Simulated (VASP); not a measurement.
Input of a VASP 6.6.1 run:

File INCAR:

```
SYSTEM = Cd
PREC     = Accurate       ! precision mode
ENCUT    = 520            ! plane-wave cutoff, eV
EDIFF    = 1E-6           ! SCF threshold, eV
ISMEAR   = 0              ! smearing method
SIGMA    = 0.1            ! smearing width, eV
LREAL    = .FALSE.        ! projectors in reciprocal space
LASPH    = .TRUE.         ! aspherical terms in the spheres
NELM     = 100            ! most SCF steps
ALGO     = Normal         ! electronic algorithm
ISIF     = 2              ! what is computed and relaxed
LWAVE    = .FALSE.        ! write WAVECAR
LCHARG   = .TRUE.         ! write CHGCAR
GGA      = PE             ! functional
LELF     = .TRUE.         ! ELF
LVHAR    = .TRUE.       
NBANDS   = 58             ! bands
```

KPOINTS

```
regular mesh
0
G
  4 4 4
  0 0 0
```

POSCAR

```
Cd
1.0
   -3.6279528498      3.6279528498      3.6279528498
    3.6279528498     -3.6279528498      3.6279528498
    3.6279528498      3.6279528498     -3.6279528498
Cd
8
Direct
    0.2060000000      0.2060000000      0.2060000000
    0.5000000000      0.0000000000      0.2940000000
    0.2940000000      0.5000000000      0.0000000000
    0.0000000000      0.2940000000      0.5000000000
    0.7940000000      0.7940000000      0.7940000000
    0.5000000000      0.0000000000      0.7060000000
    0.7060000000      0.5000000000      0.0000000000
    0.0000000000      0.7060000000      0.5000000000
```

Potentials or basis: VASP PAW PBE potentials, release 64 (Cd).

Run with:

```bash
$ cat potpaw_PBE.64/Cd/POTCAR > POTCAR
$ mpirun -np 1 vasp_std > vasp.out
```

Question: Predict the largest force.

Answer: 1.047 eV/Å.

Question: Predict the pressure.

Answer: 16.3 GPa.

Forces in eV/Å, atoms in the order of the input:
```
Cd   0.605  0.605  0.605
Cd  -0.605 -0.605  0.605
Cd   0.605 -0.605 -0.605
Cd  -0.605  0.605 -0.605
Cd  -0.605 -0.605 -0.605
Cd   0.605  0.605 -0.605
Cd  -0.605  0.605  0.605
Cd   0.605 -0.605  0.605
```

Caveat: forces of over 1 eV/Å act on the atoms, so gaps and moduli don't describe the material at rest.
